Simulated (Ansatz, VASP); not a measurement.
# Ga2Te2S in VASP and in Ansatz

```
Ga Te S
1.0
     4.79451    0.00000    0.00000
    -2.39726    4.15217    0.00000
     0.00000    0.00000    7.95831
Ga Te S
2 2 1
Direct
  0.66667 0.33333 0.37174
  0.33333 0.66667 0.62826
  0.33333 0.66667 0.25784
  0.66667 0.33333 0.74216
  0.00000 0.00000 0.00000
```

Change from the starting cell: species swapped into the SrMg2Sb2 type (P-3m1, No. 164).

Alike in both runs: task relaxation of cell and atoms; functional PBE; k mesh 6 × 6 × 2; occupations gaussian, width 0.1 eV; no spin polarisation.

|  | VASP | Ansatz |
| --- | --- | --- |
| version | VASP 6.6.1 | Ansatz 0.2.0 |
| potentials or method | VASP PAW PBE potentials, release 64 (Ga_d, Te, S), cutoff 600 eV | scalar-relativistic, plane waves, PAW |
| valence electrons in the cell | 44 | 64 |

VASP gave:

| Quantity | Value |
| --- | --- |
| gap on the k mesh at the Fermi level, each at its own relaxed structure (eV) | none |
| relaxed volume (Å³/atom) | 26.43 |
| relaxed cell length with the largest relative difference (Å) | 6.955 |

**Question.** Estimate Ansatz's values.

**Answer.** gap on the k mesh at the Fermi level, each at its own relaxed structure (eV): none; relaxed volume (Å³/atom): 26.47; relaxed cell length with the largest relative difference (Å): 6.965.

A gap of «none» marks a metal or a gap that the smearing closes. VASP's potentials hold 44 valence electrons a cell and Ansatz's 64, so a difference there can come from the potentials and not from the codes.

The k mesh is coarse, so the values compare programs but aren't converged. Spin-orbit coupling is off throughout. Noted on VASP's run: the volume moved by over 15 % at a fixed basis, so the end points are rough.
